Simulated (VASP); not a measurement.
# TiN (Fm-3m) in VASP: further runs, part 2 of 2

VASP 6.6.1. Earlier steps stand in the parts before.

**3. Single point, PBEsol (volume scaled by 1.02)**

File INCAR:

```
SYSTEM = TiN
ALGO = Normal
EDIFF = 1E-6
ENCUT = 600
GGA = PS
GGA_COMPAT = .FALSE.
ISIF = 2
ISMEAR = -1
LASPH = .TRUE.
LCHARG = .TRUE.
LELF = .TRUE.
LREAL = .FALSE.
LVHAR = .TRUE.
LWAVE = .FALSE.
NBANDS = 16
NELM = 120
PREC = Accurate
SIGMA = 0.05
```

File KPOINTS:

```
k-points
0
G
  13 13 13
  0 0 0
```

File POSCAR:

```
TiN
1.0
    0.0000000000      2.1360533897      2.1360533897
    2.1360533897      0.0000000000      2.1360533897
    2.1360533897      2.1360533897      0.0000000000
Ti N
1 1
Direct
    0.0000000000      0.0000000000      0.0000000000
    0.5000000000      0.5000000000      0.5000000000
```

Potentials or basis: VASP PAW PBE potentials, release 64 (Ti_sv, N).

Launch:

```
$ cat potpaw_PBE.64/Ti_sv/POTCAR potpaw_PBE.64/N/POTCAR > POTCAR
$ mpirun -np 1 vasp_std > vasp.out
```

OUTCAR:

```text
SYSTEM = TiN
   EDIFF = 1E-6
   ENCUT = 600
   GGA = PS
   ISIF = 2
   ISMEAR = -1
   LASPH = .TRUE.
   LREAL = .FALSE.
   NELM = 120
   PREC = Accurate

 ion  position               nearest neighbor table
   1  0.000  0.000  0.000-   2 2.14   2 2.14   2 2.14   2 2.14   2 2.14   2 2.14
   2  0.500  0.500  0.500-   1 2.14   1 2.14   1 2.14   1 2.14   1 2.14   1 2.14

  LATTYP: Found a face centered cubic cell.
 ALAT       =     4.2721067794

  Lattice vectors:

[... 643 lines left out ...]

  FORCE on cell =-STRESS in cart. coord.  units (eV):
  Direction    XX          YY          ZZ          XY          YZ          ZX
  --------------------------------------------------------------------------------------
  -------------------------------------------------------------------------------------
  Total       -1.5581617     -1.5581617     -1.5581617      0.0000000      0.0000000      0.0000000
  in kB     -128.0727727   -128.0727727   -128.0727727      0.0000000      0.0000000      0.0000000
  external PRESSURE =    -128.0727727 kB  Pullay stress =       0.0000000 kB

 VOLUME and BASIS-vectors are now :
 -----------------------------------------------------------------------------
  energy-cutoff  :      600.00
  volume of cell :       19.49
      direct lattice vectors                 reciprocal lattice vectors
     0.000000000  2.136053390  2.136053390    -0.234076546  0.234076546  0.234076546
     2.136053390  0.000000000  2.136053390     0.234076546 -0.234076546  0.234076546
     2.136053390  2.136053390  0.000000000     0.234076546  0.234076546 -0.234076546

 POSITION                                       TOTAL-FORCE (eV/Angst)
 -----------------------------------------------------------------------------------
      0.00000      0.00000      0.00000        -0.000000      0.000000     -0.000000
      2.13605      2.13605      2.13605         0.000000     -0.000000      0.000000
 -----------------------------------------------------------------------------------
    total drift:                                0.000000     -0.000000     -0.000000

  FREE ENERGIE OF THE ION-ELECTRON SYSTEM (eV)
  ---------------------------------------------------
  free  energy   TOTEN  =       -20.7516685574 eV

  energy  without entropy=      -20.7446296684  energy(sigma->0) =      -20.74814911
```

stdout:

```text
POSCAR found type information on POSCAR TiN
 POSCAR found :  2 types and       2 ions
 scaLAPACK will be used
 -----------------------------------------------------------------------------
|                                                                             |
|                                                                             |
|     You enforced a specific xc type in the INCAR file but a different       |
|     I HOPE YOU KNOW WHAT YOU ARE DOING!                                     |
|                                                                             |
 -----------------------------------------------------------------------------

 LDA part: xc-table for (Slater+PW92), standard interpolation
 POSCAR, INCAR and KPOINTS ok, starting setup
 FFT: planning ... GRIDC
 FFT: planning ... GRID_SOFT
 FFT: planning ... GRID
 WAVECAR not read
 entering main loop
```

It took 52 s on 1 thread of Intel Xeon 8259CL, shared host; peak memory 0.16 GiB.

Results:

```yaml
Free_energy: -20.7517 eV
Pressure: -12.8 GPa
```

Caveat: the cell differs from its parent crystal (volume scaled by 1.02); the PAW data sets were made with another functional, which shifts forces and pressure a little.

**4. Single point, PBEsol**

This run uses another cell than the first one, of 9.56 Å³/atom, 0.990 times its volume.

File INCAR:

```
PREC = Accurate
ENCUT = 600
EDIFF = 1E-6
ISMEAR = -1
SIGMA = 0.05
LREAL = False
LASPH = True
NELM = 120
ALGO = Normal
ISIF = 2
LWAVE = False
LCHARG = False
GGA = PS
NBANDS = 16
GGA_COMPAT = False
```

File KPOINTS:

```
Automatic mesh
0
Gamma
  13 13 13
```

File POSCAR:

```
TiN
1.0
    0.0000000000      2.1220000000      2.1220000000
    2.1220000000      0.0000000000      2.1220000000
    2.1220000000      2.1220000000      0.0000000000
Ti N
1 1
Direct
    0.0000000000      0.0000000000      0.0000000000
    0.5000000000      0.5000000000      0.5000000000
```

Launch:

```
$ cat potpaw_PBE.64/Ti_sv/POTCAR potpaw_PBE.64/N/POTCAR > POTCAR
$ mpirun -np 1 vasp_std > vasp.out
```

Run time: 52 s. Hardware: 1 thread of Intel Xeon 8259CL, shared host; peak memory 0.16 GiB.

The run converged. Its results:

- Free energy: -20.7754 eV
- Pressure: -7.7 GPa

Levels at points of the mesh, in eV from the Fermi level:
```
           k point  band 7  band 8  band 9  band 10  band 11  band 12
(0.00, 0.00, 0.00)   -2.05   -2.05   -0.66    -0.66    -0.66     0.54
```

Caveat: the PAW data sets were made with another functional, which shifts forces and pressure a little.

**5. Single point, PBEsol (volume scaled by 1.04)**

File INCAR:

```
  PREC = Accurate
  ENCUT = 600
  EDIFF = 1E-6
  ISMEAR = -1
  SIGMA = 0.05
  LREAL = F
  LASPH = T
  NELM = 120
  ALGO = Normal
  ISIF = 2
  LWAVE = F
  LCHARG = T
  GGA = PS
  LELF = T
  LVHAR = T
  NBANDS = 16
  GGA_COMPAT = F
```

KPOINTS is that of step 4.

File POSCAR:

```
TiN
1.0
    0.0000000000      2.1499242549      2.1499242549
    2.1499242549      0.0000000000      2.1499242549
    2.1499242549      2.1499242549      0.0000000000
Ti N
1 1
Direct
    0.0000000000      0.0000000000      0.0000000000
    0.5000000000      0.5000000000      0.5000000000
```

Potentials or basis: VASP PAW PBE potentials, release 64 (Ti_sv, N).

Launch:

```
$ cat potpaw_PBE.64/Ti_sv/POTCAR potpaw_PBE.64/N/POTCAR > POTCAR
$ mpirun -np 1 vasp_std > vasp.out
```

OUTCAR:

```text
PREC = Accurate
   ENCUT = 600
   EDIFF = 1E-6
   ISMEAR = -1
   LREAL = F
   LASPH = T
   NELM = 120
   ISIF = 2
   GGA = PS

 ion  position               nearest neighbor table
   1  0.000  0.000  0.000-   2 2.15   2 2.15   2 2.15   2 2.15   2 2.15   2 2.15
   2  0.500  0.500  0.500-   1 2.15   1 2.15   1 2.15   1 2.15   1 2.15   1 2.15

  LATTYP: Found a face centered cubic cell.
 ALAT       =     4.2998485098

  Lattice vectors:

 A1 = (   0.0000000000,   2.1499242549,   2.1499242549)
[... 640 lines left out ...]

------------------------ aborting loop because EDIFF is reached ----------------------------------------

  FORCE on cell =-STRESS in cart. coord.  units (eV):
  Direction    XX          YY          ZZ          XY          YZ          ZX
  --------------------------------------------------------------------------------------
  -------------------------------------------------------------------------------------
  Total       -2.1533104     -2.1533104     -2.1533104     -0.0000000      0.0000000      0.0000000
  in kB     -173.5872171   -173.5872171   -173.5872171     -0.0000000      0.0000000      0.0000000
  external PRESSURE =    -173.5872171 kB  Pullay stress =       0.0000000 kB

 VOLUME and BASIS-vectors are now :
 -----------------------------------------------------------------------------
  energy-cutoff  :      600.00
  volume of cell :       19.87
      direct lattice vectors                 reciprocal lattice vectors
     0.000000000  2.149924255  2.149924255    -0.232566333  0.232566333  0.232566333
     2.149924255  0.000000000  2.149924255     0.232566333 -0.232566333  0.232566333
     2.149924255  2.149924255  0.000000000     0.232566333  0.232566333 -0.232566333

 POSITION                                       TOTAL-FORCE (eV/Angst)
 -----------------------------------------------------------------------------------
      0.00000      0.00000      0.00000         0.000000      0.000000      0.000000
      2.14992      2.14992      2.14992         0.000000      0.000000     -0.000000
 -----------------------------------------------------------------------------------
    total drift:                                0.000000     -0.000000     -0.000000

  FREE ENERGIE OF THE ION-ELECTRON SYSTEM (eV)
  ---------------------------------------------------
  free  energy   TOTEN  =       -20.7164956821 eV

  energy  without entropy=      -20.7092746979  energy(sigma->0) =      -20.71288519
```

Run time: 53 s. Hardware: 1 thread of Intel Xeon 8259CL, shared host; peak memory 0.16 GiB.

Results:

| Item | Value |
| --- | --- |
| Free energy | -20.7165 eV |
| Pressure | -17.4 GPa |

Caveat: the cell differs from its parent crystal (volume scaled by 1.04); the PAW data sets were made with another functional, which shifts forces and pressure a little.

**6. Summary**

```tsv
cell	gap on the mesh (eV)	pressure (GPa)
a = 3.011 Å, angles 60.0°, 2 atoms	none	-10.3
a = 3.021 Å, angles 60.0°, 2 atoms	none	-12.8
a = 3.001 Å, angles 60.0°, 2 atoms	none	-7.7
a = 3.040 Å, angles 60.0°, 2 atoms	none	-17.4
```

Alike in all rows: task single point; level PBEsol; potentials or basis VASP PAW PBE potentials, release 64 (Ti_sv, N); no spin polarisation; k mesh 13 × 13 × 13; cutoff (eV) 600; smearing fermi-dirac 0.05 eV.

Caveats: the PAW data sets were made with another functional, which shifts forces and pressure a little.

Absolute energies hang on the potentials; compare differences alone.
